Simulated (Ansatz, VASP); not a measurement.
# CdS in VASP and in Ansatz

```xyz
4
Lattice="4.2314 0.0000 0.0000 -2.1157 3.6645 0.0000 0.0000 0.0000 6.8691" Properties=species:S:1:pos:R:3 pbc="T T T"
Cd    0.0000    2.4430    0.0000
Cd    2.1157    1.2215    3.4346
S     0.0000    2.4430    2.5759
S     2.1157    1.2215    6.0105
```

Alike in both runs: task single point; functional PBE; k mesh 6 × 6 × 4; no spin polarisation.

```csv
,VASP,Ansatz
version,VASP 6.6.1,Ansatz 0.2.0
potentials or method,"VASP PAW PBE potentials, release 64 (Cd, S), cutoff 520 eV","plane waves, PAW"
occupations,"fermi-dirac, width 0.1 eV",fermi-dirac
valence electrons in the cell,36,52
```

|  | VASP | Ansatz | Ansatz less VASP |
| --- | --- | --- | --- |
| pressure (GPa) | -0.9 | -1.1 | -0.26 |
| traceless stress, the component that is largest in VASP (GPa) | 0.31 | 0.30 | -0.012 |

VASP's potentials hold 36 valence electrons a cell and Ansatz's 52, so a difference there can come from the potentials and not from the codes.
